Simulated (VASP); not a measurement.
Write the native input for VASP 6.6.1 that does the following.

```yaml
Task: single point
Functional: PBE
Potentials_or_basis: VASP PAW PBE potentials, release 64 (Ta_pv)
Cutoff: 500 eV
k_mesh: 13 × 13 × 13
Occupations: fermi-dirac, width 0.03 eV
Spin: no spin polarisation
Dipole_correction: no
Further_INCAR_settings: ALGO = Normal; EDIFF = 1e-06; NBANDS = 12
```

The structure of Ta lies in POSCAR:

```
Ta
1.0
    2.7414929887      0.0000000000      0.0000000000
    0.0000000000      2.7414929887      0.0000000000
    0.0000000000      0.0000000000      2.7414929887
Ta
1
Direct
    0.0000000000      0.0000000000      0.0000000000
```

The input as run:

INCAR

```
SYSTEM = Ta
  PREC = Accurate
  ENCUT = 500
  EDIFF = 1E-6
  ISMEAR = -1
  SIGMA = 0.03
  LREAL = .False.
  LASPH = .True.
  NELM = 120
  ALGO = Normal
  ISIF = 2
  LWAVE = .False.
  LCHARG = .False.
  GGA = PE
  NBANDS = 12
  GGA_COMPAT = .False.
```

KPOINTS

```
regular mesh
0
Gamma
  13 13 13
  0 0 0
```

Potentials or basis: VASP PAW PBE potentials, release 64 (Ta_pv).

Run with:

```console
$ cat potpaw_PBE.64/Ta_pv/POTCAR > POTCAR
$ mpirun -np 1 vasp_std > vasp.out
```

Results of the run:

```yaml
Pressure: 0.1 GPa
```

It took 10 s on 1 thread of Intel(R) Xeon(R) Platinum 8375C CPU @ 2.90GHz (Ice Lake), on a shared host, peak memory 0.14 GiB.
